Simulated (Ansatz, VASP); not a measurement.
One calculation of CuAu, two programs

File INCAR:

```
SYSTEM = CuAu
PREC = Accurate ; ENCUT = 520
EDIFF = 1E-8 ; ISMEAR = -1
SIGMA = 0.08 ; LREAL = .FALSE.
LASPH = .TRUE. ; NELM = 100
ALGO = Normal ; ISIF = 2
LWAVE = .FALSE. ; LCHARG = .FALSE.
GGA = PE ; LEFG = .TRUE.
NBANDS = 18
```

The input KPOINTS:

```
Automatic mesh
0
G
  12 12 9
  0 0 0
```

File POSCAR:

```
CuAu
1.0
    2.8000000000      0.0000000000      0.0000000000
    0.0000000000      2.8000000000      0.0000000000
    0.0000000000      0.0000000000      3.6700000000
Cu Au
1 1
Direct
    0.5000000000      0.5000000000      0.5000000000
    0.0000000000      0.0000000000      0.0000000000
```

Input for Ansatz:

```yaml
crystal:
  lattice:
    - [2.8, 0.0, 0.0]
    - [0.0, 2.8, 0.0]
    - [0.0, 0.0, 3.67]
  atoms:
    - { symbol: Cu, position: [0.5, 0.5, 0.5] }
    - { symbol: Au, position: [0.0, 0.0, 0.0] }
kpoints:
  mp_grid: { grid: [12, 12, 9] }
  band_path:
    path:
      - [0.0, 0.0, 0.0]
      - [0.0, 0.5, 0.0]
      - [0.5, 0.5, 0.0]
      - [0.0, 0.0, 0.0]
      - [0.0, 0.0, 0.5]
      - [0.0, 0.5, 0.5]
      - [0.5, 0.5, 0.5]
      - [0.0, 0.0, 0.5]
      - [0.0, 0.5, 0.0]
    npoints: 8
scf:
  occupations: { method: fermi_dirac, width: 0.08 }
hamiltonian:
  xc: pbe
  pseudopotentials: { kind: paw }
output:
  forces: true
  stress: true
  eigenvalues: true
  efg: { contact_densities: true }
  populations: true
  bader: true
  dos: { projected: true, de: 0.2, e_range: [-14, 8] }
```

Alike in both runs: task electric field gradients; functional PBE; k mesh 12 × 12 × 9; occupations fermi-dirac, width 0.08 eV; no spin polarisation.

|  | VASP | Ansatz |
| --- | --- | --- |
| version | VASP 6.6.1 | Ansatz 0.2.0 |
| potentials or method | VASP PAW PBE potentials, release 64 (Cu, Au) | PAW with Ansatz's default frozen-core files, scalar-relativistic |
| plane-wave cutoff (eV) | 520 | 420 |
| valence electrons in the cell | 22 | 38 |

|  | VASP | Ansatz | Ansatz less VASP |
| --- | --- | --- | --- |
| pressure (GPa) | 6.7 | 6.7 | +0.01 |
| traceless stress, the component that is largest in VASP (GPa) | -0.97 | -1.00 | -0.029 |
| size of Vzz on the site where it differs most (V/Å²) | 88.1 | 65.1 | -23.01 |

VASP's potentials hold 22 valence electrons a cell and Ansatz's 38, so a difference there can come from the potentials and not from the codes.

Neither program's run includes spin-orbit coupling.
